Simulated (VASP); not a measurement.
Set up this calculation in VASP 6.6.1, as the native input.

- Task: relaxation of cell and atoms
- Functional: PBEsol
- Potentials or basis: VASP PAW PBE potentials, release 64 (K_sv)
- Cutoff: 600 eV
- k mesh: 16 × 16 × 16
- Occupations: fermi-dirac, width 0.05 eV
- Spin: no spin polarisation
- Dipole correction: no
- Further INCAR settings: ALGO = Normal; EDIFF = 1e-07; IBRION = 2; EDIFFG = -0.002; NSW = 100; ISIF = 3

The structure of K lies in POSCAR:

```
K
1.0
   -2.6125000000      2.6125000000      2.6125000000
    2.6125000000     -2.6125000000      2.6125000000
    2.6125000000      2.6125000000     -2.6125000000
K
1
Direct
    0.0000000000      0.0000000000      0.0000000000
```

The input as run:

INCAR

```
SYSTEM = K
PREC = Accurate ; ENCUT = 600
EDIFF = 1E-7 ; ISMEAR = -1
SIGMA = 0.05 ; LREAL = .FALSE.
LASPH = .TRUE. ; NELM = 60
ALGO = Normal ; ISIF = 3
LWAVE = .FALSE. ; LCHARG = .FALSE.
GGA = PS ; IBRION = 2
NSW = 100 ; EDIFFG = -0.002
```

KPOINTS

```
Automatic mesh
0
G
  16 16 16
  0 0 0
```

Potentials or basis: VASP PAW PBE potentials, release 64 (K_sv).

Launch:

```bash
$ cat potpaw_PBE.64/K_sv/POTCAR > POTCAR
$ mpirun -np 1 vasp_std > vasp.out
```

It gave:

| Property | Result |
| --- | --- |
| Relaxed volume | 70.94 Å³/atom |
| Relaxed cell | a = 4.517 Å, b = 4.517 Å, c = 4.517 Å, α = 109.47°, β = 109.47°, γ = 109.47° |
| Space group after relaxing (to 0.05 Å) | Im-3m (No. 229) |
| Energy gained by relaxing | 0.0 meV/atom |
| Ionic steps | 3 |
| Pressure after relaxing | 0.0 GPa |

Caveat: the PAW data sets were made with another functional, which shifts forces and pressure a little.

Run time: 2.6 min on 1 thread of Intel Xeon 6975P-C, with other jobs on the host, peak memory 0.28 GiB.
